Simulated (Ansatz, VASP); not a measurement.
One calculation of Al2H, two programs

Contents of INCAR:

```
SYSTEM = Al2H
ALGO     = Normal         ! electronic algorithm
EDIFF    = 1E-6           ! SCF threshold, eV
ENCUT    = 520            ! plane-wave cutoff, eV
GGA      = PE             ! functional
ISIF     = 2              ! what is computed and relaxed
ISMEAR   = 0              ! smearing method
LASPH    = .True.         ! aspherical terms in the spheres
LCHARG   = .False.        ! write CHGCAR
LREAL    = .False.        ! projectors in reciprocal space
LWAVE    = .False.        ! write WAVECAR
NBANDS   = 10             ! bands
NELM     = 60             ! most SCF steps
PREC     = Accurate       ! precision mode
SIGMA    = 0.1            ! smearing width, eV
```

File KPOINTS:

```
k-points
0
Gamma
  8 8 8
  0 0 0
```

Contents of POSCAR:

```
Al2H
1.0
   -1.7968675457      1.7968675457      2.9470475428
    1.7968675457     -1.7968675457      2.9470475428
    1.7968675457      1.7968675457     -2.9470475428
Al H
2 1
Direct
    0.5930000000      0.5930000000      0.0000000000
    0.4070000000      0.4070000000      0.0000000000
    0.0000000000      0.0000000000      0.0000000000
```

Input for Ansatz:

```yaml
crystal:
  lattice:
    - [-1.7968675457, 1.7968675457, 2.9470475428]
    - [1.7968675457, -1.7968675457, 2.9470475428]
    - [1.7968675457, 1.7968675457, -2.9470475428]
  atoms:
    - { symbol: Al, position: [0.593, 0.593, 0.0] }
    - { symbol: Al, position: [0.407, 0.407, 0.0] }
    - { symbol: H, position: [0.0, 0.0, 0.0] }
basis:
  ecutwfc: 420
kpoints:
  mp_grid: { grid: [8, 8, 8] }
hamiltonian:
  xc: pbe
scf:
  occupations: { method: gaussian, width: 0.1 }
  lower_state_search: "off"
output:
  forces: true
  stress: true
  eigenvalues: true
```

Alike in both runs: task single point; functional PBE; k mesh 8 × 8 × 8; occupations gaussian, width 0.1 eV; no spin polarisation.

|  | VASP | Ansatz |
| --- | --- | --- |
| version | VASP 6.6.1 | Ansatz 0.2.0 |
| potentials or method | VASP PAW PBE potentials, release 64 (Al, H), cutoff 520 eV | scalar-relativistic, plane waves, PAW |
| valence electrons in the cell | 7 | 7 |

VASP gave:

| Item | Value |
| --- | --- |
| gap on the k mesh at the Fermi level (eV) | none |
| rms of the force components (eV/Å) | 36.703 |

Problem. What did Ansatz give for the same quantities?

Solution. gap on the k mesh at the Fermi level (eV): none; rms of the force components (eV/Å): 38.560.

Atom by atom the forces differ by 1.856 eV/Å (rms over components). A gap of «none» marks a metal or a gap that the smearing closes.
